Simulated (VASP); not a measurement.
# FeGe (P2_13) in VASP: further runs

FeGe is run at these levels: PBEsol; tasks: single point.

Program: VASP 6.6.1. These are calculated values, not measurements. Logs are shortened: lines on timing, memory, paths and dates and some standing lists are left out, and cuts for length are marked.

## 1. The cell of the first run

It takes space group P2_13 (No. 198, cubic). The conventional cell has a = 4.509 Å, b = 4.509 Å, c = 4.509 Å, α = 90.00°, β = 90.00°, γ = 90.00°. Fe (site symmetry 3) has 7 Ge at 2.32 to 2.54 Å and 6 Fe at 2.77 Å within 3.1 Å. Within 3.1 Å of Ge (site symmetry 3) lie 7 Fe at 2.32 to 2.54 Å and 6 Ge at 2.80 Å.

## 2. Single point, PBEsol

INCAR

```
SYSTEM = FeGe
PREC     = Accurate       ! precision mode
ENCUT    = 520            ! plane-wave cutoff, eV
EDIFF    = 1E-7           ! SCF threshold, eV
ISMEAR   = 0              ! smearing method
SIGMA    = 0.05           ! smearing width, eV
LREAL    = .FALSE.        ! projectors in reciprocal space
LASPH    = .TRUE.         ! aspherical terms in the spheres
NELM     = 60             ! most SCF steps
ALGO     = Normal         ! electronic algorithm
ISIF     = 2              ! what is computed and relaxed
LWAVE    = .FALSE.        ! write WAVECAR
LCHARG   = .FALSE.        ! write CHGCAR
GGA      = PS             ! functional
NBANDS   = 54             ! bands
```

KPOINTS

```
Automatic mesh
0
G
  8 8 8
  0 0 0
```

POSCAR

```
FeGe
1.0
    4.5091220469      0.0000000000      0.0000000000
    0.0000000000      4.5091220469      0.0000000000
    0.0000000000      0.0000000000      4.5091220469
Fe Ge
4 4
Direct
    0.1366186371      0.1366186371      0.1366186371
    0.6366186371      0.3633813629      0.8633813629
    0.8633813629      0.6366186371      0.3633813629
    0.3633813629      0.8633813629      0.6366186371
    0.8395820256      0.8395820256      0.8395820256
    0.3395820256      0.6604179744      0.1604179744
    0.1604179744      0.3395820256      0.6604179744
    0.6604179744      0.1604179744      0.3395820256
```

Potentials or basis: VASP PAW PBE potentials, release 64 (Fe, Ge_d).

Launch:

```sh
$ cat potpaw_PBE.64/Fe/POTCAR potpaw_PBE.64/Ge_d/POTCAR > POTCAR
$ mpirun -np 1 vasp_std > vasp.out
```

OUTCAR:

```text
SYSTEM = FeGe
   PREC = Accurate
   ENCUT = 520
   EDIFF = 1E-7
   ISMEAR = 0
   LREAL = .FALSE.
   LASPH = .TRUE.
   NELM = 60
   ISIF = 2
   GGA = PS

 ion  position               nearest neighbor table
   1  0.137  0.137  0.137-   5 2.32   6 2.34   7 2.34   8 2.34   6 2.54   7 2.54   8 2.54   3 2.77
                             4 2.77   2 2.77   4 2.77   3 2.77   2 2.77
   2  0.637  0.363  0.863-   6 2.32   5 2.34   7 2.34   8 2.34   7 2.54   8 2.54   5 2.54   1 2.77
                             3 2.77   3 2.77   4 2.77   4 2.77   1 2.77
   3  0.863  0.637  0.363-   7 2.32   6 2.34   5 2.34   8 2.34   8 2.54   5 2.54   6 2.54   1 2.77
                             2 2.77   2 2.77   1 2.77   4 2.77   4 2.77
   4  0.363  0.863  0.637-   8 2.32   6 2.34   7 2.34   5 2.34   6 2.54   7 2.54   5 2.54   1 2.77
                             1 2.77   2 2.77   2 2.77   3 2.77   3 2.77
   5  0.840  0.840  0.840-   1 2.32   2 2.34   3 2.34   4 2.34   2 2.54   3 2.54   4 2.54   6 2.80
                             7 2.80   8 2.80   8 2.80   7 2.80   6 2.80
   6  0.340  0.660  0.160-   2 2.32   1 2.34   3 2.34   4 2.34   3 2.54   4 2.54   1 2.54   8 2.80
                             5 2.80   7 2.80   7 2.80   8 2.80   5 2.80
   7  0.160  0.340  0.660-   3 2.32   2 2.34   1 2.34   4 2.34   4 2.54   1 2.54   2 2.54   8 2.80
                             5 2.80   6 2.80   5 2.80   6 2.80   8 2.80
   8  0.660  0.160  0.340-   4 2.32   2 2.34   3 2.34   1 2.34   2 2.54   3 2.54   1 2.54   7 2.80
                             5 2.80   5 2.80   6 2.80   6 2.80   7 2.80

  LATTYP: Found a simple cubic cell.
 ALAT       =     4.5091220469

  Lattice vectors:

 A1 = (   4.5091220469,   0.0000000000,   0.0000000000)
 A2 = (   0.0000000000,   4.5091220469,   0.0000000000)
 A3 = (   0.0000000000,   0.0000000000,   4.5091220469)

Analysis of symmetry for initial positions (statically):
=====================================================================
 Subroutine PRICEL returns:
 Original cell was already a primitive cell.

 Routine SETGRP: Setting up the symmetry group for a
 simple cubic supercell.

 Subroutine GETGRP returns: Found 12 space group operations
 (whereof  3 operations were pure point group operations)
 out of a pool of 48 trial point group operations.

The static configuration has the point symmetry C_3 .
 The point group associated with its full space group is T   .

Analysis of symmetry for dynamics (positions and initial velocities):
=====================================================================
 Subroutine PRICEL returns:
 Original cell was already a primitive cell.

 Routine SETGRP: Setting up the symmetry group for a
 simple cubic supercell.

 Subroutine GETGRP returns: Found 12 space group operations
 (whereof  3 operations were pure point group operations)
 out of a pool of 48 trial point group operations.

The dynamic configuration has the point symmetry C_3 .
 The point group associated with its full space group is T   .

 Subroutine INISYM returns: Found 12 space group operations
 (whereof  3 operations are pure point group operations),
 and found     1 'primitive' translations

----------------------------------------------------------------------------------------

                                     Primitive cell

  volume of cell :      91.6803

  direct lattice vectors                    reciprocal lattice vectors
     4.509122047  0.000000000  0.000000000     0.221772662  0.000000000  0.000000000
     0.000000000  4.509122047  0.000000000     0.000000000  0.221772662  0.000000000
     0.000000000  0.000000000  4.509122047     0.000000000  0.000000000  0.221772662

  length of vectors
     4.509122047  4.509122047  4.509122047     0.221772662  0.221772662  0.221772662

  position of ions in fractional coordinates (direct lattice)
     0.136618637  0.136618637  0.136618637
     0.636618637  0.363381363  0.863381363
     0.863381363  0.636618637  0.363381363
     0.363381363  0.863381363  0.636618637
     0.839582026  0.839582026  0.839582026
     0.339582026  0.660417974  0.160417974
     0.160417974  0.339582026  0.660417974
     0.660417974  0.160417974  0.339582026

  ion indices of the primitive-cell ions
   primitive index   ion index
                 1           1
                 2           2
                 3           3
                 4           4
                 5           5
                 6           6
                 7           7
                 8           8

----------------------------------------------------------------------------------------

 KPOINTS: Automatic mesh

Automatic generation of k-mesh.
 Grid dimensions read from file:
 generate k-points for:    8    8    8

 Generating k-lattice:

  Cartesian coordinates                     Fractional coordinates (reciprocal lattice)
     0.027721583  0.000000000  0.000000000     0.125000000  0.000000000  0.000000000
     0.000000000  0.027721583  0.000000000     0.000000000  0.125000000  0.000000000
     0.000000000  0.000000000  0.027721583     0.000000000  0.000000000  0.125000000

  Length of vectors
     0.027721583  0.027721583  0.027721583

  Shift w.r.t. Gamma in fractional coordinates (k-lattice)
     0.000000000  0.000000000  0.000000000

 Subroutine IBZKPT returns following result:
 ===========================================

 Found     45 irreducible k-points:

 Following reciprocal coordinates:
            Coordinates               Weight
  0.000000  0.000000  0.000000      1.000000
  0.125000  0.000000  0.000000      6.000000
  0.250000  0.000000  0.000000      6.000000
  0.375000  0.000000  0.000000      6.000000
  0.500000  0.000000  0.000000      3.000000
  0.125000  0.125000  0.000000     12.000000
[... 16 lines left out ...]
  0.250000  0.125000  0.125000     24.000000
  0.375000  0.125000  0.125000     24.000000
 [... further k-points ...]
   k-points           NKPTS =     45   k-points in BZ     NKDIM =     45   number of bands    NBANDS=     54
   number of dos      NEDOS =    301   number of ions     NIONS =      8
   total plane-waves  NPLWV =  46656
   dimension x,y,z NGX =    36 NGY =   36 NGZ =   36
   dimension x,y,z NGXF=    72 NGYF=   72 NGZF=   72
   ions per type =               4   4
   NGX,Y,Z   is equivalent  to a cutoff of  13.27, 13.27, 13.27 a.u.
   NGXF,Y,Z  is equivalent  to a cutoff of  26.55, 26.55, 26.55 a.u.
 SYSTEM =  FeGe
   PREC   = accura    normal or accurate (medium, high low for compatibility)
   ISTART =      0    job   : 0-new  1-cont  2-samecut
   ICHARG =      2    charge: 1-file 2-atom 10-const
   ISPIN  =      1    spin polarized calculation?
   LNONCOLLINEAR =      F non collinear calculations
   LSORBIT =      F    spin-orbit coupling
   LASPH  =      T    aspherical Exc in radial PAW
   ENCUT  =  520.0 eV  38.22 Ry    6.18 a.u.   8.38  8.38  8.38*2*pi/ulx,y,z
   NELM   =     60;   NELMIN=  2; NELMDL= -5     # of ELM steps
   EDIFF  = 0.1E-06   stopping-criterion for ELM
   LREAL  =      F    real-space projection
   EDIFFG = 0.1E-05   stopping-criterion for IOM
   NSW    =      0    number of steps for IOM
   IBRION =     -1    ionic relax: 0-MD 1-quasi-New 2-CG
   NFREE  =      0    steps in history (QN), initial steepest desc. (CG)
   ISIF   =      2    stress and relaxation
   ISYM   =      2    0-nonsym 1-usesym 2-fastsym
   POTIM  = 0.5000    time-step for ionic-motion
   TEBEG  =    0.0;   TEEND  =   0.0 temperature during run
   PSTRESS=    0.0 pullay stress
   NELECT =      88.0000    total number of electrons
   NUPDOWN=      -1.0000    fix difference up-down
   EMIN   =  10.00;   EMAX   =-10.00  energy-range for DOS
   EFERMI =   0.00;   METHOD = LEGACY
   ISMEAR =     0;   SIGMA  =   0.05  broadening in eV -4-tet -1-fermi 0-gaus
   EFERMI_NEDOS =   21; number of points for ismear=-14 and -15
   IALGO  =     38    algorithm
   IMIX   =      4    mixing-type and parameters
     AMIX     =   0.40;   BMIX     =  1.00
     AMIX_MAG =   1.60;   BMIX_MAG =  1.00
  volume/ion in A,a.u.               =      11.46        77.34
  Fermi-wavevector in a.u.,A,eV,Ry     =   1.614893  3.051705 35.482350  2.607879
  Thomas-Fermi vector in A             =   2.709728
   LORBIT       =      0    0 simple, 1 ext, 2 COOP (PROOUT), +10 PAW based schemes
   GGA     = PS    functional components
   LHFCALC =     F    Hartree Fock is set to
   AEXX    =    0.0000 exact exchange contribution
   IVDW    =     0    specifies the selected vdW correction
   LEPSILON=     F    determine dielectric tensor
   LRPA    =     F    only Hartree local field effects (RPA)
 non-spin polarized calculation
 Gauss-broadening in eV      SIGMA  =   0.05
  energy-cutoff  :      520.00
  volume of cell :       91.68
 maximum number of plane-waves:      2517
 NGX is ok and might be reduce to    36
   NGX = 17   NGY = 17   NGZ = 17

 number of electron      88.0000088 magnetization

 Free energy of the ion-electron system (eV)
  ---------------------------------------------------
  ext. energy  EPLUGINS =         0.00000000
  ---------------------------------------------------
  free energy    TOTEN  =       -56.81403345 eV

  energy without entropy =      -56.81084341  energy(sigma->0) =      -56.81243843

 E-fermi :   9.1721     XC(G=0): -13.7038

 val. band max:        9.1191180211   @ k =   0.2500   0.1250   0.1250
 cond. band min:       9.2278108626   @ k =   0.3750   0.1250   0.1250
 fundamental gap:      0.1086928415
 Fermi energy:         9.1721416295

 k-point     1 :       0.0000    0.0000    0.0000
  band No.  band energies     occupation
      1     -15.4002      2.00000
      2     -15.4002      2.00000
      3     -15.4002      2.00000
      4     -15.3536      2.00000
      5     -15.3536      2.00000
      6     -15.3536      2.00000
[... 46 lines left out ...]
     53      13.4849      0.00000
     54      13.4849      0.00000

 k-point     2 :       0.1250    0.0000    0.0000
  band No.  band energies     occupation
      1     -15.4025      2.00000
      2     -15.3990      2.00000
      3     -15.3988      2.00000
      4     -15.3546      2.00000
      5     -15.3522      2.00000
      6     -15.3510      2.00000
[... 46 lines left out ...]
     53      13.6291      0.00000
     54      13.6796      0.00000
[... 1195 lines left out ...]
     53      13.3170      0.00000
     54      14.0365      0.00000

 k-point    24 :       0.3750    0.1250    0.1250
  band No.  band energies     occupation
      1     -15.4019      2.00000
      2     -15.3967      2.00000
      3     -15.3894      2.00000
      4     -15.3705      2.00000
      5     -15.3516      2.00000
      6     -15.3419      2.00000
[... 46 lines left out ...]
     53      13.2812      0.00000
     54      14.1509      0.00000

 [... further k-points ...]
[... 5 lines left out ...]
  --------------------------------------------------------------------------------------
  -------------------------------------------------------------------------------------
  Total        6.0587395      6.0587395      6.0587395     -0.0000000      0.0000000      0.0000000
  in kB      105.8807212    105.8807212    105.8807212     -0.0000000      0.0000000      0.0000000
  external PRESSURE =     105.8807212 kB  Pullay stress =       0.0000000 kB

 VOLUME and BASIS-vectors are now :
 -----------------------------------------------------------------------------
  energy-cutoff  :      520.00
  volume of cell :       91.68
      direct lattice vectors                 reciprocal lattice vectors
     4.509122047  0.000000000  0.000000000     0.221772662  0.000000000  0.000000000
     0.000000000  4.509122047  0.000000000     0.000000000  0.221772662  0.000000000
     0.000000000  0.000000000  4.509122047     0.000000000  0.000000000  0.221772662

 POSITION                                       TOTAL-FORCE (eV/Angst)
 -----------------------------------------------------------------------------------
      0.61603      0.61603      0.61603         0.020268      0.020268      0.020268
      2.87059      1.63853      3.89309         0.020268     -0.020268     -0.020268
      3.89309      2.87059      1.63853        -0.020268      0.020268     -0.020268
      1.63853      3.89309      2.87059        -0.020268     -0.020268      0.020268
      3.78578      3.78578      3.78578         0.002426      0.002426      0.002426
      1.53122      2.97791      0.72334         0.002426     -0.002426     -0.002426
      0.72334      1.53122      2.97791        -0.002426      0.002426     -0.002426
      2.97791      0.72334      1.53122        -0.002426     -0.002426      0.002426
 -----------------------------------------------------------------------------------
    total drift:                               -0.000001     -0.000000     -0.000000

  FREE ENERGIE OF THE ION-ELECTRON SYSTEM (eV)
  ---------------------------------------------------
  free  energy   TOTEN  =       -56.8140334496 eV

  energy  without entropy=      -56.8108434148  energy(sigma->0) =      -56.81243843
```

It took 5.5 min on 1 thread of Intel Xeon Platinum 8488C (Sapphire Rapids), shared host; peak memory 0.3 GiB.

Results:

- Free energy: -56.8140 eV
- Pressure: 10.6 GPa
- Largest force: 0.035 eV/Å
- Band gap on the k mesh: 0.11 eV (least direct gap 0.13 eV)

Forces in eV/Å, atoms in the order of the input:
```
Fe   0.020  0.020  0.020
Fe   0.020 -0.020 -0.020
Fe  -0.020  0.020 -0.020
Fe  -0.020 -0.020  0.020
Ge   0.002  0.002  0.002
Ge   0.002 -0.002 -0.002
Ge  -0.002  0.002 -0.002
Ge  -0.002 -0.002  0.002
```

Levels at points of the mesh, in eV from the valence-band top:
```
           k point  band 40  band 41  band 42  band 43  band 44  band 45  band 46  band 47  band 48  band 49
(0.00, 0.00, 0.00)    -0.23    -0.23    -0.23    -0.06    -0.06     0.54     0.54     0.54     2.60     2.60
(0.50, 0.00, 0.00)    -1.15    -0.36    -0.36    -0.01    -0.01     0.15     0.15     1.67     1.67     1.85
(0.50, 0.50, 0.00)    -1.14    -0.98    -0.98    -0.32    -0.32     0.58     0.58     1.08     1.08     2.35
(0.50, 0.50, 0.50)    -0.66    -0.57    -0.57    -0.57    -0.57     0.37     0.37     0.37     0.37     5.22
```

Caveat: the cell stands under pressure; the PAW data sets were made with another functional, which shifts forces and pressure a little.

## 3. Single point, PBEsol

This run uses another cell than the first one, of 11.71 Å³/atom.

INCAR

```
PREC     = Accurate       # precision mode
ENCUT    = 520            # plane-wave cutoff, eV
EDIFF    = 1E-6           # SCF threshold, eV
ISMEAR   = 0              # smearing method
SIGMA    = 0.05           # smearing width, eV
LREAL    = F              # projectors in reciprocal space
LASPH    = T              # aspherical terms in the spheres
NELM     = 80             # most SCF steps
ALGO     = Normal         # electronic algorithm
ISIF     = 2              # what is computed and relaxed
LWAVE    = F              # write WAVECAR
LCHARG   = T              # write CHGCAR
GGA      = PS             # functional
LELF     = T              # ELF
LVHAR    = T            
NBANDS   = 54             # bands
```

KPOINTS

```
regular mesh
0
Gamma
  8 8 8
```

POSCAR

```
FeGe
1.0
    4.5417229451      0.0000000000      0.0000000000
    0.0000000000      4.5417229451      0.0000000000
    0.0000000000      0.0000000000      4.5417229451
Fe Ge
4 4
Direct
    0.1355406784      0.1355406784      0.1355406784
    0.6355406784      0.3644593216      0.8644593216
    0.8644593216      0.6355406784      0.3644593216
    0.3644593216      0.8644593216      0.6355406784
    0.8391371169      0.8391371169      0.8391371169
    0.3391371169      0.6608628831      0.1608628831
    0.1608628831      0.3391371169      0.6608628831
    0.6608628831      0.1608628831      0.3391371169
```

Potentials or basis: VASP PAW PBE potentials, release 64 (Fe, Ge_d).

Launch:

```sh
$ cat potpaw_PBE.64/Fe/POTCAR potpaw_PBE.64/Ge_d/POTCAR > POTCAR
$ mpirun -np 1 vasp_std > vasp.out
```

It took 4.4 min on 1 thread of Intel Xeon Platinum 8488C (Sapphire Rapids), shared host; peak memory 0.31 GiB.

The run converged. Its results:

```
Free energy            : -56.9134 eV
Pressure               : 5.5 GPa
Largest force          : 0.033 eV/Å
Band gap on the k mesh : 0.11 eV (least direct gap 0.13 eV)
```

Forces on the atoms (eV/Å):
```
Fe   0.019  0.019  0.019
Fe   0.019 -0.019 -0.019
Fe  -0.019  0.019 -0.019
Fe  -0.019 -0.019  0.019
Ge   0.002  0.002  0.002
Ge   0.002 -0.002 -0.002
Ge  -0.002  0.002 -0.002
Ge  -0.002 -0.002  0.002
```

Levels at points of the mesh, in eV from the valence-band top:
```csv
k point,band 41,band 42,band 43,band 44,band 45,band 46,band 47,band 48
"(0.00, 0.00, 0.00)",-0.23,-0.23,-0.05,-0.05,0.51,0.51,0.51,2.52
"(0.50, 0.00, 0.00)",-0.34,-0.34,-0.01,-0.01,0.15,0.15,1.63,1.63
"(0.50, 0.50, 0.00)",-0.95,-0.95,-0.31,-0.31,0.56,0.56,1.05,1.05
"(0.50, 0.50, 0.50)",-0.55,-0.55,-0.55,-0.55,0.37,0.37,0.37,0.37
```

Caveat: the cell stands under pressure; the PAW data sets were made with another functional, which shifts forces and pressure a little.

## 4. Single point, PBEsol

This run uses another cell than the first one, of 12.00 Å³/atom.

INCAR

```
PREC = Accurate
ENCUT = 520
EDIFF = 1E-7
ISMEAR = 0
SIGMA = 0.05
LREAL = False
LASPH = True
NELM = 100
ALGO = Normal
ISIF = 2
LWAVE = False
LCHARG = False
GGA = PS
NBANDS = 54
```

KPOINTS

```
Automatic mesh
0
Gamma
  8 8 8
```

POSCAR

```
FeGe
1.0
    4.5784273234      0.0000000000      0.0000000000
    0.0000000000      4.5784273234      0.0000000000
    0.0000000000      0.0000000000      4.5784273234
Fe Ge
4 4
Direct
    0.1342584680      0.1342584680      0.1342584680
    0.6342584680      0.3657415320      0.8657415320
    0.8657415320      0.6342584680      0.3657415320
    0.3657415320      0.8657415320      0.6342584680
    0.8386066375      0.8386066375      0.8386066375
    0.3386066375      0.6613933625      0.1613933625
    0.1613933625      0.3386066375      0.6613933625
    0.6613933625      0.1613933625      0.3386066375
```

Launch:

```sh
$ cat potpaw_PBE.64/Fe/POTCAR potpaw_PBE.64/Ge_d/POTCAR > POTCAR
$ mpirun -np 1 vasp_std > vasp.out
```

It took 4.7 min on 1 thread of Intel Xeon Platinum 8488C (Sapphire Rapids), shared host; peak memory 0.31 GiB.

The run converged. Its results:

```yaml
Free_energy: -56.9545 eV
Pressure: 0.4 GPa
Largest_force: 0.028 eV/Å
Band_gap_on_the_k_mesh: 0.11 eV (least direct gap 0.13 eV)
```

Forces in eV/Å, atoms in the order of the input:
```
Fe   0.016  0.016  0.016
Fe   0.016 -0.016 -0.016
Fe  -0.016  0.016 -0.016
Fe  -0.016 -0.016  0.016
Ge   0.002  0.002  0.002
Ge   0.002 -0.002 -0.002
Ge  -0.002  0.002 -0.002
Ge  -0.002 -0.002  0.002
```

Levels at points of the mesh, in eV from the valence-band top:
| k point | band 42 | band 43 | band 44 | band 45 | band 46 | band 47 |
| --- | --- | --- | --- | --- | --- | --- |
| (0.00, 0.00, 0.00) | -0.22 | -0.04 | -0.04 | 0.49 | 0.49 | 0.49 |
| (0.50, 0.00, 0.00) | -0.33 | -0.01 | -0.01 | 0.15 | 0.15 | 1.57 |
| (0.50, 0.50, 0.00) | -0.92 | -0.30 | -0.30 | 0.55 | 0.55 | 1.01 |
| (0.50, 0.50, 0.50) | -0.52 | -0.52 | -0.52 | 0.36 | 0.36 | 0.36 |

Caveat: the PAW data sets were made with another functional, which shifts forces and pressure a little. A k mesh can miss the band edges.

## 5. Summary

| cell | gap on the mesh (eV) | pressure (GPa) | largest force (eV/Å) |
| --- | --- | --- | --- |
| a = 4.509 Å, 8 atoms, atomic positions A | 0.11 | 10.6 | 0.04 |
| a = 4.542 Å, 8 atoms, atomic positions B | 0.11 | 5.5 | 0.03 |
| a = 4.578 Å, 8 atoms, atomic positions C | 0.11 | 0.4 | 0.03 |

Alike in all rows: task single point; level PBEsol; potentials or basis VASP PAW PBE potentials, release 64 (Fe, Ge_d); no spin polarisation; k mesh 8 × 8 × 8; cutoff (eV) 520; smearing gaussian 0.05 eV.

Caveats: the PAW data sets were made with another functional, which shifts forces and pressure a little; the cell stands under pressure (at least some runs).

Absolute energies hang on the potentials; compare differences alone.
